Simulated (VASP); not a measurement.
# TaAl3N4 (P4/mmm) in VASP: further runs

The runs below take TaAl3N4 through single point, relaxation of cell and atoms, with PBE.

All numbers are computed with VASP 6.6.1; they aren't measurements. Logs are shortened: lines on timing, memory, paths and dates and some standing lists are left out, and cuts for length are marked.

### Step 1. The cell of the first run

Symmetry: P4/mmm, No. 123, tetragonal system. Conventional cell: a = 2.960 Å, b = 2.960 Å, c = 8.489 Å, α = 90.00°, β = 90.00°, γ = 90.00°. Ta (site symmetry 4/mmm) has 6 N at 2.09 to 2.26 Å within 2.8 Å. Al (site symmetry 4mm) has 6 N at 2.01 to 2.23 Å within 2.7 Å. Within 2.6 Å of Al (site symmetry 4/mmm) lie 6 N at 1.99 to 2.09 Å. N (site symmetry 4/mmm) has 4 Ta at 2.09 Å and 2 Al at 2.23 Å within 2.8 Å. Within 2.6 Å of N (site symmetry 4mm) lie 5 Al at 1.99 to 2.09 Å and 1 Ta at 2.26 Å. Within 2.7 Å of N (site symmetry 4/mmm) lie 6 Al at 2.01 to 2.09 Å.

### Step 2. Single point, PBE

Input file INCAR:

```
SYSTEM = TaAl3N4
ALGO = Normal
EDIFF = 1E-6
ENCUT = 520
GGA = PE
ISIF = 2
ISMEAR = 0
LASPH = .True.
LCHARG = .False.
LREAL = .False.
LWAVE = .False.
NBANDS = 30
NELM = 100
PREC = Accurate
SIGMA = 0.1
```

Input file KPOINTS:

```
k-points
0
Gamma
  12 12 6
  0 0 0
```

Input file POSCAR:

```
TaAl3N4
1.0
    2.9597642551      0.0000000000      0.0000000000
    0.0000000000      2.9597642551      0.0000000000
    0.0000000000      0.0000000000      8.4894613120
Ta Al N
1 3 4
Direct
    0.5000000000      0.5000000000      0.0000000000
    0.0000000000      0.0000000000      0.2628148496
    0.5000000000      0.5000000000      0.5000000000
    0.0000000000      0.0000000000      0.7371851504
    0.0000000000      0.0000000000      0.0000000000
    0.5000000000      0.5000000000      0.2656482268
    0.0000000000      0.0000000000      0.5000000000
    0.5000000000      0.5000000000      0.7343517732
```

Potentials or basis: VASP PAW PBE potentials, release 64 (Ta_pv, Al, N).

The run is started by

```bash
$ cat potpaw_PBE.64/Ta_pv/POTCAR potpaw_PBE.64/Al/POTCAR potpaw_PBE.64/N/POTCAR > POTCAR
$ mpirun -np 1 vasp_std > vasp.out
```

OUTCAR:

```text
SYSTEM = TaAl3N4
   EDIFF = 1E-6
   ENCUT = 520
   GGA = PE
   ISIF = 2
   ISMEAR = 0
   LASPH = .True.
   LREAL = .False.
   NELM = 100
   PREC = Accurate

 ion  position               nearest neighbor table
   1  0.500  0.500  0.000-   5 2.09   5 2.09   5 2.09   5 2.09   8 2.26   6 2.26   4 3.06   4 3.06
                             2 3.06   4 3.06   2 3.06   2 3.06   4 3.06   2 3.06
   2  0.000  0.000  0.263-   7 2.01   6 2.09   6 2.09   6 2.09   6 2.09   5 2.23   3 2.90   3 2.90
                             3 2.90   3 2.90   1 3.06   1 3.06   1 3.06   1 3.06
   3  0.500  0.500  0.500-   6 1.99   8 1.99   7 2.09   7 2.09   7 2.09   7 2.09   4 2.90   4 2.90
                             2 2.90   4 2.90   2 2.90   2 2.90   4 2.90   2 2.90
   4  0.000  0.000  0.737-   7 2.01   8 2.09   8 2.09   8 2.09   8 2.09   5 2.23   3 2.90   3 2.90
                             3 2.90   3 2.90   1 3.06   1 3.06   1 3.06   1 3.06
   5  0.000  0.000  0.000-   1 2.09   1 2.09   1 2.09   1 2.09   4 2.23   2 2.23
   6  0.500  0.500  0.266-   3 1.99   2 2.09   2 2.09   2 2.09   2 2.09   1 2.26
   7  0.000  0.000  0.500-   2 2.01   4 2.01   3 2.09   3 2.09   3 2.09   3 2.09
   8  0.500  0.500  0.734-   3 1.99   4 2.09   4 2.09   4 2.09   4 2.09   1 2.26

  LATTYP: Found a simple tetragonal cell.
 ALAT       =     2.9597642551
 C/A-ratio  =     2.8682896948

  Lattice vectors:

 A1 = (   2.9597642551,   0.0000000000,   0.0000000000)
 A2 = (   0.0000000000,   2.9597642551,   0.0000000000)
 A3 = (   0.0000000000,   0.0000000000,   8.4894613120)

Analysis of symmetry for initial positions (statically):
=====================================================================
 Subroutine PRICEL returns:
 Original cell was already a primitive cell.

 Routine SETGRP: Setting up the symmetry group for a
 simple tetragonal supercell.

 Subroutine GETGRP returns: Found 16 space group operations
 (whereof 16 operations were pure point group operations)
 out of a pool of 16 trial point group operations.

The static configuration has the point symmetry D_4h.

Analysis of symmetry for dynamics (positions and initial velocities):
=====================================================================
 Subroutine PRICEL returns:
 Original cell was already a primitive cell.

 Routine SETGRP: Setting up the symmetry group for a
 simple tetragonal supercell.

 Subroutine GETGRP returns: Found 16 space group operations
 (whereof 16 operations were pure point group operations)
 out of a pool of 16 trial point group operations.

The dynamic configuration has the point symmetry D_4h.

 Subroutine INISYM returns: Found 16 space group operations
 (whereof 16 operations are pure point group operations),
 and found     1 'primitive' translations

----------------------------------------------------------------------------------------

                                     Primitive cell

  volume of cell :      74.3694

  direct lattice vectors                    reciprocal lattice vectors
     2.959764255  0.000000000  0.000000000     0.337864747  0.000000000  0.000000000
     0.000000000  2.959764255  0.000000000     0.000000000  0.337864747  0.000000000
     0.000000000  0.000000000  8.489461312     0.000000000  0.000000000  0.117793104

  length of vectors
     2.959764255  2.959764255  8.489461312     0.337864747  0.337864747  0.117793104

  position of ions in fractional coordinates (direct lattice)
     0.500000000  0.500000000  0.000000000
     0.000000000  0.000000000  0.262814850
     0.500000000  0.500000000  0.500000000
     0.000000000  0.000000000  0.737185150
     0.000000000  0.000000000  0.000000000
     0.500000000  0.500000000  0.265648227
     0.000000000  0.000000000  0.500000000
     0.500000000  0.500000000  0.734351773

  ion indices of the primitive-cell ions
   primitive index   ion index
                 1           1
                 2           2
                 3           3
                 4           4
                 5           5
                 6           6
                 7           7
                 8           8

----------------------------------------------------------------------------------------

 KPOINTS: k-points

Automatic generation of k-mesh.
 Grid dimensions read from file:
 generate k-points for:   12   12    6

 Generating k-lattice:

  Cartesian coordinates                     Fractional coordinates (reciprocal lattice)
     0.028155396  0.000000000  0.000000000     0.083333333  0.000000000  0.000000000
     0.000000000  0.028155396  0.000000000     0.000000000  0.083333333  0.000000000
     0.000000000  0.000000000  0.019632184     0.000000000  0.000000000  0.166666667

  Length of vectors
     0.028155396  0.028155396  0.019632184

  Shift w.r.t. Gamma in fractional coordinates (k-lattice)
     0.000000000  0.000000000  0.000000000

 Subroutine IBZKPT returns following result:
 ===========================================

 Found    112 irreducible k-points:

 Following reciprocal coordinates:
            Coordinates               Weight
  0.000000  0.000000  0.000000      1.000000
  0.083333  0.000000  0.000000      4.000000
  0.166667  0.000000  0.000000      4.000000
  0.250000  0.000000  0.000000      4.000000
  0.333333  0.000000  0.000000      4.000000
  0.416667  0.000000  0.000000      4.000000
[... 16 lines left out ...]
  0.333333  0.333333  0.000000      4.000000
  0.416667  0.333333  0.000000      8.000000
 [... further k-points ...]
   k-points           NKPTS =    112   k-points in BZ     NKDIM =    112   number of bands    NBANDS=     30
   number of dos      NEDOS =    301   number of ions     NIONS =      8
   total plane-waves  NPLWV =  36864
   dimension x,y,z NGX =    24 NGY =   24 NGZ =   64
   dimension x,y,z NGXF=    48 NGYF=   48 NGZF=  128
   ions per type =               1   3   4
   NGX,Y,Z   is equivalent  to a cutoff of  13.48, 13.48, 12.53 a.u.
   NGXF,Y,Z  is equivalent  to a cutoff of  26.96, 26.96, 25.07 a.u.
 SYSTEM =  TaAl3N4
   PREC   = accura    normal or accurate (medium, high low for compatibility)
   ISTART =      0    job   : 0-new  1-cont  2-samecut
   ICHARG =      2    charge: 1-file 2-atom 10-const
   ISPIN  =      1    spin polarized calculation?
   LNONCOLLINEAR =      F non collinear calculations
   LSORBIT =      F    spin-orbit coupling
   LASPH  =      T    aspherical Exc in radial PAW
   ENCUT  =  520.0 eV  38.22 Ry    6.18 a.u.   5.50  5.50 15.78*2*pi/ulx,y,z
   NELM   =    100;   NELMIN=  2; NELMDL= -5     # of ELM steps
   EDIFF  = 0.1E-05   stopping-criterion for ELM
   LREAL  =      F    real-space projection
   EDIFFG = 0.1E-04   stopping-criterion for IOM
   NSW    =      0    number of steps for IOM
   IBRION =     -1    ionic relax: 0-MD 1-quasi-New 2-CG
   NFREE  =      0    steps in history (QN), initial steepest desc. (CG)
   ISIF   =      2    stress and relaxation
   ISYM   =      2    0-nonsym 1-usesym 2-fastsym
   POTIM  = 0.5000    time-step for ionic-motion
   TEBEG  =    0.0;   TEEND  =   0.0 temperature during run
   PSTRESS=    0.0 pullay stress
   NELECT =      40.0000    total number of electrons
   NUPDOWN=      -1.0000    fix difference up-down
   EMIN   =  10.00;   EMAX   =-10.00  energy-range for DOS
   EFERMI =   0.00;   METHOD = LEGACY
   ISMEAR =     0;   SIGMA  =   0.10  broadening in eV -4-tet -1-fermi 0-gaus
   EFERMI_NEDOS =   21; number of points for ismear=-14 and -15
   IALGO  =     38    algorithm
   IMIX   =      4    mixing-type and parameters
     AMIX     =   0.40;   BMIX     =  1.00
     AMIX_MAG =   1.60;   BMIX_MAG =  1.00
  volume/ion in A,a.u.               =       9.30        62.73
  Fermi-wavevector in a.u.,A,eV,Ry     =   1.331364  2.515913 24.116724  1.772529
  Thomas-Fermi vector in A             =   2.460380
   LORBIT       =      0    0 simple, 1 ext, 2 COOP (PROOUT), +10 PAW based schemes
   GGA     = PE    functional components
   LHFCALC =     F    Hartree Fock is set to
   AEXX    =    0.0000 exact exchange contribution
   IVDW    =     0    specifies the selected vdW correction
   LEPSILON=     F    determine dielectric tensor
   LRPA    =     F    only Hartree local field effects (RPA)
 non-spin polarized calculation
 Gauss-broadening in eV      SIGMA  =   0.10
  energy-cutoff  :      520.00
  volume of cell :       74.37
 maximum number of plane-waves:      2039
 NGX is ok and might be reduce to    24
   NGX = 11   NGY = 11   NGZ = 31

 number of electron      39.9999995 magnetization

 Free energy of the ion-electron system (eV)
  ---------------------------------------------------
  ext. energy  EPLUGINS =         0.00000000
  ---------------------------------------------------
  free energy    TOTEN  =       -64.11668714 eV

  energy without entropy =      -64.10809413  energy(sigma->0) =      -64.11239064

 E-fermi :  11.5059     XC(G=0): -12.3817

 val. band max:       11.4928684214   @ k =   0.1667   0.1667   0.1667
 cond. band min:      11.5294814599   @ k =   0.2500   0.1667   0.0000
 fundamental gap:      0.0366130385
 Fermi energy:        11.5058842797

 k-point     1 :       0.0000    0.0000    0.0000
  band No.  band energies     occupation
      1     -24.4314      2.00000
      2     -24.1230      2.00000
      3     -24.1230      2.00000
      4      -8.3552      2.00000
      5      -7.0781      2.00000
      6      -6.8139      2.00000
[... 22 lines left out ...]
     29      15.7095      0.00000
     30      17.0883      0.00000

 k-point     2 :       0.0833    0.0000    0.0000
  band No.  band energies     occupation
      1     -24.4259      2.00000
      2     -24.1788      2.00000
      3     -24.1160      2.00000
      4      -8.2610      2.00000
      5      -6.9557      2.00000
      6      -6.7452      2.00000
[... 718 lines left out ...]
 k-point    24 :       0.4167    0.3333    0.0000
  band No.  band energies     occupation
      1     -24.7217      2.00000
      2     -24.5628      2.00000
      3     -24.3007      2.00000
      4      -6.0117      2.00000
      5      -5.4412      2.00000
      6      -4.8774      2.00000
[... 22 lines left out ...]
     29      17.8572      0.00000
     30      18.0737      0.00000

 [... further k-points ...]

------------------------ aborting loop because EDIFF is reached ----------------------------------------

  FORCE on cell =-STRESS in cart. coord.  units (eV):
  Direction    XX          YY          ZZ          XY          YZ          ZX
  --------------------------------------------------------------------------------------
  -------------------------------------------------------------------------------------
  Total        0.0733069      0.0733069      0.0057117      0.0000000      0.0000000      0.0000000
  in kB        1.5792876      1.5792876      0.1230509      0.0000000      0.0000000      0.0000000
  external PRESSURE =       1.0938754 kB  Pullay stress =       0.0000000 kB

 VOLUME and BASIS-vectors are now :
 -----------------------------------------------------------------------------
  energy-cutoff  :      520.00
  volume of cell :       74.37
      direct lattice vectors                 reciprocal lattice vectors
     2.959764255  0.000000000  0.000000000     0.337864747  0.000000000  0.000000000
     0.000000000  2.959764255  0.000000000     0.000000000  0.337864747  0.000000000
     0.000000000  0.000000000  8.489461312     0.000000000  0.000000000  0.117793104

 POSITION                                       TOTAL-FORCE (eV/Angst)
 -----------------------------------------------------------------------------------
      1.47988      1.47988      0.00000         0.000000     -0.000000      0.000000
      0.00000      0.00000      2.23116         0.000000     -0.000000      0.012963
      1.47988      1.47988      4.24473         0.000000     -0.000000      0.000000
      0.00000      0.00000      6.25830         0.000000     -0.000000     -0.012963
      0.00000      0.00000      0.00000         0.000000     -0.000000      0.000000
      1.47988      1.47988      2.25521         0.000000      0.000000      0.015672
      0.00000      0.00000      4.24473         0.000000     -0.000000      0.000000
      1.47988      1.47988      6.23425        -0.000000     -0.000000     -0.015672
 -----------------------------------------------------------------------------------
    total drift:                                0.000000     -0.000000     -0.000000

  FREE ENERGIE OF THE ION-ELECTRON SYSTEM (eV)
  ---------------------------------------------------
  free  energy   TOTEN  =       -64.1166871433 eV

  energy  without entropy=      -64.1080941291  energy(sigma->0) =      -64.11239064
```

It took 5.3 min on 1 thread of AMD EPYC 7R13, shared host; peak memory 0.31 GiB.

Results:

```yaml
Free_energy: -64.1167 eV
Pressure: 0.1 GPa
Largest_force: 0.016 eV/Å
Band_gap_on_the_k_mesh: zero (bands 20 and 21 overlap by 4.16 eV)
```

Forces on the atoms (eV/Å):
```
Ta   0.000  0.000  0.000
Al   0.000  0.000  0.013
Al   0.000  0.000  0.000
Al   0.000  0.000 -0.013
N    0.000  0.000  0.000
N    0.000  0.000  0.016
N    0.000  0.000  0.000
N    0.000  0.000 -0.016
```

Caveat: spin-orbit coupling is left out, which moves the levels of the heavy elements.

[end of part 1 of 2]
